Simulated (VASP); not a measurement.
Crystal: Ir.

```xyz
8
Lattice="4.8373 0.0000 0.0000 0.0000 4.8373 0.0000 0.0000 0.0000 4.8373" Properties=species:S:1:pos:R:3 pbc="T T T"
Ir    0.0000    0.0000    0.0000
Ir    2.4187    2.4187    2.4187
Ir    1.2093    0.0000    2.4187
Ir    3.6280    0.0000    2.4187
Ir    2.4187    1.2093    0.0000
Ir    2.4187    3.6280    0.0000
Ir    0.0000    2.4187    1.2093
Ir    0.0000    2.4187    3.6280
```

| Item | Value |
| --- | --- |
| Program | VASP 6.6.1 |
| Task | relaxation of cell and atoms |
| Functional | LDA |
| Potentials or basis | VASP PAW LDA potentials, release 64 (Ir_sv_GW) |
| Cutoff | 560 eV |
| k mesh | 5 × 5 × 5 |
| Occupations | fermi-dirac, width 0.1 eV |
| Spin | no spin polarisation |

At the start: pressure 6.2 GPa; volume 14.15 Å³/atom.

Q: How do energy, volume and symmetry change on relaxing?

A: Over 4 steps the energy falls by 4.3 meV/atom and the volume is 14.37 Å³/atom (+1.6 %); space group Pm-3n (No. 223, to 0.1 Å) before and after.

The path:
| step | energy change (eV) | largest force (eV/Å) | pressure (GPa) | volume (Å³) |
| --- | --- | --- | --- | --- |
| 1 | 0.0000 | 0.0000 | 6.18 | 113.19 |
| 2 | 0.4535 | 0.0000 | -19.97 | 122.37 |
| 3 | -0.0344 | 0.0000 | -0.20 | 115.06 |
| 4 | -0.0344 | 0.0000 | 0.01 | 115.00 |

Final structure:
```
Ir
1.0
     4.86291    0.00000    0.00000
     0.00000    4.86291    0.00000
     0.00000    0.00000    4.86291
Ir
8
Direct
  0.00000 0.00000 0.00000
  0.50000 0.50000 0.50000
  0.25000 0.00000 0.50000
  0.75000 0.00000 0.50000
  0.50000 0.25000 0.00000
  0.50000 0.75000 0.00000
  0.00000 0.50000 0.25000
  0.00000 0.50000 0.75000
```
